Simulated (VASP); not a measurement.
# SnSe (Fm-3m) in VASP: a series of runs

The runs below take SnSe through single point, with revPBE, BLYP+D3(BJ).

All numbers are computed with VASP 6.6.1; they aren't measurements. Logs are shortened: lines on timing, memory, paths and dates and some standing lists are left out, and cuts for length are marked.

## (1) The cell of the first run

The structure is cubic, space group Fm-3m (No. 225). The conventional cell has a = 6.138 Å, b = 6.138 Å, c = 6.138 Å, α = 90.00°, β = 90.00°, γ = 90.00°. Within 4.0 Å of Sn (site symmetry m-3m) lie 6 Se at 3.07 Å. Within 4.0 Å of Se (site symmetry m-3m) lie 6 Sn at 3.07 Å.

## (2) Single point, revPBE

Input file INCAR:

```
SYSTEM = SnSe
ALGO = Normal
EDIFF = 1E-7
ENCUT = 520
GGA = RE
ISIF = 2
ISMEAR = -1
LASPH = .TRUE.
LCHARG = .FALSE.
LREAL = .FALSE.
LWAVE = .FALSE.
NBANDS = 17
NELM = 60
PREC = Accurate
SIGMA = 0.05
```

Input file KPOINTS:

```
k-points
0
G
  8 8 8
  0 0 0
```

Input file POSCAR:

```
SnSe
1.0
    0.0000000000      3.0690345955      3.0690345955
    3.0690345955      0.0000000000      3.0690345955
    3.0690345955      3.0690345955      0.0000000000
Sn Se
1 1
Direct
    0.0000000000      0.0000000000      0.0000000000
    0.5000000000      0.5000000000      0.5000000000
```

Potentials or basis: VASP PAW PBE potentials, release 64 (Sn_d, Se).

Launch:

```bash
$ cat potpaw_PBE.64/Sn_d/POTCAR potpaw_PBE.64/Se/POTCAR > POTCAR
$ mpirun -np 1 vasp_std > vasp.out
```

OUTCAR:

```text
SYSTEM = SnSe
   EDIFF = 1E-7
   ENCUT = 520
   GGA = RE
   ISIF = 2
   ISMEAR = -1
   LASPH = .TRUE.
   LREAL = .FALSE.
   NELM = 60
   PREC = Accurate

 ion  position               nearest neighbor table
   1  0.000  0.000  0.000-   2 3.07   2 3.07   2 3.07   2 3.07   2 3.07   2 3.07
   2  0.500  0.500  0.500-   1 3.07   1 3.07   1 3.07   1 3.07   1 3.07   1 3.07

  LATTYP: Found a face centered cubic cell.
 ALAT       =     6.1380691910

  Lattice vectors:

 A1 = (   0.0000000000,   3.0690345955,   3.0690345955)
 A2 = (   3.0690345955,   0.0000000000,   3.0690345955)
 A3 = (   3.0690345955,   3.0690345955,   0.0000000000)

Analysis of symmetry for initial positions (statically):
=====================================================================
 Subroutine PRICEL returns:
 Original cell was already a primitive cell.

 Routine SETGRP: Setting up the symmetry group for a
 face centered cubic supercell.

 Subroutine GETGRP returns: Found 48 space group operations
[... 9 lines left out ...]

 Routine SETGRP: Setting up the symmetry group for a
 face centered cubic supercell.

 Subroutine GETGRP returns: Found 48 space group operations
[... 11 lines left out ...]
                                     Primitive cell

  volume of cell :      57.8143

  direct lattice vectors                    reciprocal lattice vectors
     0.000000000  3.069034595  3.069034595    -0.162917681  0.162917681  0.162917681
     3.069034595  0.000000000  3.069034595     0.162917681 -0.162917681  0.162917681
     3.069034595  3.069034595  0.000000000     0.162917681  0.162917681 -0.162917681

  length of vectors
     4.340270348  4.340270348  4.340270348     0.282181701  0.282181701  0.282181701

  position of ions in fractional coordinates (direct lattice)
     0.000000000  0.000000000  0.000000000
     0.500000000  0.500000000  0.500000000

  ion indices of the primitive-cell ions
   primitive index   ion index
                 1           1
                 2           2

----------------------------------------------------------------------------------------

 KPOINTS: k-points

Automatic generation of k-mesh.
 Grid dimensions read from file:
 generate k-points for:    8    8    8

 Generating k-lattice:

  Cartesian coordinates                     Fractional coordinates (reciprocal lattice)
    -0.020364710  0.020364710  0.020364710     0.125000000  0.000000000  0.000000000
     0.020364710 -0.020364710  0.020364710     0.000000000  0.125000000  0.000000000
     0.020364710  0.020364710 -0.020364710     0.000000000  0.000000000  0.125000000

  Length of vectors
[... 47 lines left out ...]
   ISTART =      0    job   : 0-new  1-cont  2-samecut
   ICHARG =      2    charge: 1-file 2-atom 10-const
   ISPIN  =      1    spin polarized calculation?
   LNONCOLLINEAR =      F non collinear calculations
   LSORBIT =      F    spin-orbit coupling
   LASPH  =      T    aspherical Exc in radial PAW
   ENCUT  =  520.0 eV  38.22 Ry    6.18 a.u.   8.07  8.07  8.07*2*pi/ulx,y,z
   NELM   =     60;   NELMIN=  2; NELMDL= -5     # of ELM steps
   EDIFF  = 0.1E-06   stopping-criterion for ELM
   LREAL  =      F    real-space projection
   EDIFFG = 0.1E-05   stopping-criterion for IOM
   NSW    =      0    number of steps for IOM
   IBRION =     -1    ionic relax: 0-MD 1-quasi-New 2-CG
   NFREE  =      0    steps in history (QN), initial steepest desc. (CG)
   ISIF   =      2    stress and relaxation
   ISYM   =      2    0-nonsym 1-usesym 2-fastsym
   POTIM  = 0.5000    time-step for ionic-motion
   TEBEG  =    0.0;   TEEND  =   0.0 temperature during run
   PSTRESS=    0.0 pullay stress
   NELECT =      20.0000    total number of electrons
   NUPDOWN=      -1.0000    fix difference up-down
   EMIN   =  10.00;   EMAX   =-10.00  energy-range for DOS
   EFERMI =   0.00;   METHOD = LEGACY
   ISMEAR =    -1;   SIGMA  =   0.05  broadening in eV -4-tet -1-fermi 0-gaus
   EFERMI_NEDOS =   21; number of points for ismear=-14 and -15
   IALGO  =     38    algorithm
   IMIX   =      4    mixing-type and parameters
     AMIX     =   0.40;   BMIX     =  1.00
     AMIX_MAG =   1.60;   BMIX_MAG =  1.00
  volume/ion in A,a.u.               =      28.91       195.08
  Fermi-wavevector in a.u.,A,eV,Ry     =   1.149228  2.171727 17.969570  1.320726
  Thomas-Fermi vector in A             =   2.285899
   LORBIT       =      0    0 simple, 1 ext, 2 COOP (PROOUT), +10 PAW based schemes
   GGA     = RE    functional components
   LHFCALC =     F    Hartree Fock is set to
   AEXX    =    0.0000 exact exchange contribution
   IVDW    =     0    specifies the selected vdW correction
   LEPSILON=     F    determine dielectric tensor
   LRPA    =     F    only Hartree local field effects (RPA)
 non-spin polarized calculation
  energy-cutoff  :      520.00
  volume of cell :       57.81
 maximum number of plane-waves:      1588
   NGX = 17   NGY = 17   NGZ = 17

 number of electron      19.9999991 magnetization

 Free energy of the ion-electron system (eV)
  ---------------------------------------------------
  ext. energy  EPLUGINS =         0.00000000
  ---------------------------------------------------
  free energy    TOTEN  =        -7.61803097 eV

  energy without entropy =       -7.61774058  energy(sigma->0) =       -7.61788577

 E-fermi :   5.2854     XC(G=0):  -9.2402

 val. band max:        5.1321471324   @ k =   0.5000   0.0000   0.0000
 cond. band min:       5.4393057983   @ k =   0.5000   0.0000   0.0000
 fundamental gap:      0.3071586659
 Fermi energy:         5.2853808363

 k-point     1 :       0.0000    0.0000    0.0000
  band No.  band energies     occupation
      1     -16.6400      2.00000
      2     -16.6400      2.00000
      3     -16.6400      2.00000
      4     -16.6335      2.00000
      5     -16.6335      2.00000
      6      -8.4256      2.00000
[... 457 lines left out ...]
      4     -16.6325      2.00000
      5     -16.6285      2.00000
      6      -7.4943      2.00000
[... 9 lines left out ...]
     16      15.6953      0.00000
     17      15.8030      0.00000

 [... further k-points ...]
[... 5 lines left out ...]
  --------------------------------------------------------------------------------------
  -------------------------------------------------------------------------------------
  Total       -0.2476864     -0.2476864     -0.2476864     -0.0000000     -0.0000000      0.0000000
  in kB       -6.8640006     -6.8640006     -6.8640006     -0.0000000     -0.0000000      0.0000000
  external PRESSURE =      -6.8640006 kB  Pullay stress =       0.0000000 kB

 VOLUME and BASIS-vectors are now :
 -----------------------------------------------------------------------------
  energy-cutoff  :      520.00
  volume of cell :       57.81
      direct lattice vectors                 reciprocal lattice vectors
     0.000000000  3.069034595  3.069034595    -0.162917681  0.162917681  0.162917681
     3.069034595  0.000000000  3.069034595     0.162917681 -0.162917681  0.162917681
     3.069034595  3.069034595  0.000000000     0.162917681  0.162917681 -0.162917681

 POSITION                                       TOTAL-FORCE (eV/Angst)
 -----------------------------------------------------------------------------------
      0.00000      0.00000      0.00000        -0.000000     -0.000000     -0.000000
      3.06903      3.06903      3.06903         0.000000      0.000000      0.000000
 -----------------------------------------------------------------------------------
    total drift:                                0.000000     -0.000000     -0.000000

  FREE ENERGIE OF THE ION-ELECTRON SYSTEM (eV)
  ---------------------------------------------------
  free  energy   TOTEN  =        -7.6180309655 eV

  energy  without entropy=       -7.6177405813  energy(sigma->0) =       -7.61788577
```

It took 13 s on 1 thread of Intel Xeon Platinum 8488C (Sapphire Rapids), shared host; peak memory 0.18 GiB.

Results:

```yaml
Free_energy: -7.6180 eV
Pressure: -0.7 GPa
Band_gap_on_the_k_mesh: 0.31 eV, direct
```

Caveat: the PAW data sets were made with another functional, which shifts forces and pressure a little; spin-orbit coupling is left out, which moves the levels of the heavy elements. A k mesh can miss the band edges.

## (3) Single point, BLYP+D3(BJ)

Input file INCAR:

```
SYSTEM = SnSe
PREC = Accurate
ENCUT = 520
EDIFF = 1E-6
ISMEAR = -1
SIGMA = 0.05
LREAL = .FALSE.
LASPH = .TRUE.
NELM = 80
ALGO = Normal
ISIF = 2
LWAVE = .FALSE.
LCHARG = .FALSE.
GGA = B5
ALDAX = 1.0
AGGAX = 1.0
AGGAC = 1.0
ALDAC = 0.0
IVDW = 12
VDW_S6 = 1.0
VDW_S8 = 2.6996
VDW_A1 = 0.4298
VDW_A2 = 4.2359
NBANDS = 17
```

Input file KPOINTS:

```
regular mesh
0
G
  8 8 8
  0 0 0
```

POSCAR is that of step 2.

Potentials or basis: VASP PAW PBE potentials, release 64 (Sn_d, Se).

Launch:

```bash
$ cat potpaw_PBE.64/Sn_d/POTCAR potpaw_PBE.64/Se/POTCAR > POTCAR
$ mpirun -np 1 vasp_std > vasp.out
```

It took 20 s on 1 thread of Intel Xeon Platinum 8488C (Sapphire Rapids), shared host; peak memory 0.19 GiB.

It converged, with:

- Free energy: -8.5997 eV
- Pressure: -2.2 GPa
- Band gap on the k mesh: 0.17 eV, direct
- Dispersion energy per atom: -0.771 eV

Levels at points of the mesh, in eV from the valence-band top:
```tsv
k point	band 7	band 8	band 9	band 10	band 11	band 12	band 13	band 14
(0.00, 0.00, 0.00)	-5.50	-2.16	-2.16	-2.16	3.86	3.86	3.86	6.02
(0.50, 0.00, 0.00)	-7.95	-1.90	-1.90	0.00	0.17	1.12	1.12	8.29
(0.50, 0.50, 0.00)	-6.28	-5.12	-3.47	-3.47	3.41	4.79	4.79	5.42
```

Caveat: the PAW data sets were made with another functional, which shifts forces and pressure a little; spin-orbit coupling is left out, which moves the levels of the heavy elements. A k mesh can miss the band edges.
